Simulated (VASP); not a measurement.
A run of VASP 6.6.1 is set up as follows.

File INCAR:

```
SYSTEM = HfC3
ALGO = Normal ; EDIFF = 1E-7
ENCUT = 520 ; GGA = PE
ISIF = 2 ; ISMEAR = 0
LASPH = .TRUE. ; LCHARG = .TRUE.
LELF = .TRUE. ; LREAL = .FALSE.
LVHAR = .TRUE. ; LWAVE = .FALSE.
NBANDS = 32 ; NELM = 80
PREC = Accurate ; SIGMA = 0.1
```

File KPOINTS:

```
k-points
0
G
  6 6 4
  0 0 0
```

File POSCAR:

```
HfC3
1.0
    4.9782244604      0.0000000000      0.0000000000
   -2.4891122302      4.3112688485      0.0000000000
    0.0000000000      0.0000000000      3.9957932313
Hf C
2 6
Direct
    0.3333333333      0.6666666667      0.2500000000
    0.6666666667      0.3333333333      0.7500000000
    0.8330000000      0.6660000000      0.2500000000
    0.1670000000      0.8330000000      0.7500000000
    0.3340000000      0.1670000000      0.2500000000
    0.1670000000      0.3340000000      0.7500000000
    0.8330000000      0.1670000000      0.2500000000
    0.6660000000      0.8330000000      0.7500000000
```

Potentials or basis: VASP PAW PBE potentials, release 64 (Hf_pv, C).

Run with:

```sh
$ cat potpaw_PBE.64/Hf_pv/POTCAR potpaw_PBE.64/C/POTCAR > POTCAR
$ mpirun -np 1 vasp_std > vasp.out
```

(1) What does it give for the band gap on the k mesh?

(2) Predict the pressure.

Answers

(1) zero (bands 22 and 23 overlap by 3.43 eV).

(2) -18.7 GPa.

Caveat: the k points lie up to 0.39 Å⁻¹ apart, too coarse for converged energies and pressures of a metal; spin-orbit coupling is left out, which moves the levels of the heavy elements.
